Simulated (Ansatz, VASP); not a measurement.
**One calculation of Si, two programs**

```
CELL_PARAMETERS angstrom
-2.26922 2.37338 1.27441
2.25647 -2.38613 1.27559
2.24553 2.36362 -1.29810
ATOMIC_POSITIONS crystal
Si 0.80700 0.55700 0.25000
Si 0.19300 0.44300 0.75000
```

Change from the starting cell: equal xy, yz and zx shear strains of -1 %.

Alike in both runs: task single point; functional LDA; k mesh 16 × 16 × 16; occupations fermi-dirac, width 0.05 eV; no spin polarisation.

|  | VASP | Ansatz |
| --- | --- | --- |
| version | VASP 6.6.1 | Ansatz 0.2.0 |
| potentials or method | VASP PAW LDA potentials, release 64 (Si), cutoff 520 eV | all-electron LAPW, scalar-relativistic |

```csv
,VASP,Ansatz,Ansatz less VASP
pressure (GPa),11.0,10.8,-0.17
"traceless stress, the component that is largest in VASP (GPa)",1.59,1.55,-0.041
rms of the force components (eV/Å),0.019,0.018,-0.0004
```

LDA's correlation is that of Perdew and Zunger in VASP and of Perdew and Wang (1992) in Ansatz. Atom by atom the forces differ by 0.001 eV/Å (rms over components). Ansatz ran all-electron here, and VASP with PAW potentials.
